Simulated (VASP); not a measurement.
Write the native input for VASP 6.6.1 that does the following.

| Item | Value |
| --- | --- |
| Task | relaxation of cell and atoms |
| Functional | PBE |
| Potentials or basis | VASP PAW PBE potentials, release 64 (Sr_sv) |
| Cutoff | 600 eV |
| k mesh | 15 × 15 × 15 |
| Occupations | fermi-dirac, width 0.05 eV |
| Spin | no spin polarisation |
| Target pressure | 33 GPa |
| Dipole correction | no |
| Further INCAR settings | ALGO = Normal; EDIFF = 1e-07; IBRION = 2; EDIFFG = -0.005; NSW = 32; ISIF = 3 |

The structure of Sr lies in POSCAR:

```
Sr
1.0
   -1.8149733021      1.8149733021      1.8149733021
    1.8149733021     -1.8149733021      1.8149733021
    1.8149733021      1.8149733021     -1.8149733021
Sr
1
Direct
    0.0000000000      0.0000000000      0.0000000000
```

This isn't the form of Sr at room conditions, which is fcc.

These files were run (other wordings do the same):

INCAR

```
SYSTEM = Sr
PREC     = Accurate       ! precision mode
ENCUT    = 600            ! plane-wave cutoff, eV
EDIFF    = 1E-7           ! SCF threshold, eV
ISMEAR   = -1             ! smearing method
SIGMA    = 0.05           ! smearing width, eV
LREAL    = .False.        ! projectors in reciprocal space
LASPH    = .True.         ! aspherical terms in the spheres
NELM     = 80             ! most SCF steps
ALGO     = Normal         ! electronic algorithm
ISIF     = 3              ! what is computed and relaxed
LWAVE    = .False.        ! write WAVECAR
LCHARG   = .False.        ! write CHGCAR
GGA      = PE             ! functional
IBRION   = 2              ! ionic algorithm
NSW      = 32             ! ionic steps
EDIFFG   = -0.005         ! ionic threshold
PSTRESS  = 330.0
```

KPOINTS

```
Automatic mesh
0
Gamma
  15 15 15
  0 0 0
```

Potentials or basis: VASP PAW PBE potentials, release 64 (Sr_sv).

The run is started by

```console
$ cat potpaw_PBE.64/Sr_sv/POTCAR > POTCAR
$ mpirun -np 1 vasp_std > vasp.out
```

It gave:

```yaml
Relaxed_volume: 24.04 Å³/atom
Relaxed_cell: a = 3.149 Å, b = 3.149 Å, c = 3.149 Å, α = 109.47°, β = 109.47°, γ = 109.47°
Space_group_after_relaxing_to_0.1_Å: Im-3m (No. 229)
Energy_change_on_relaxing_the_run_minimises_the_enthalpy: -25.4 meV/atom
Ionic_steps: 3
Pressure_after_relaxing: 33.0 GPa
Band_gap_on_the_k_mesh: zero (bands 5 and 6 overlap by 2.94 eV)
```

Caveat: the cell is relaxed towards a set pressure, so the run minimises the enthalpy, not the energy.

Wall time 40 s on 1 thread of Intel(R) Xeon(R) 6975P-C (Granite Rapids), with other jobs on the host, peak memory 0.18 GiB.
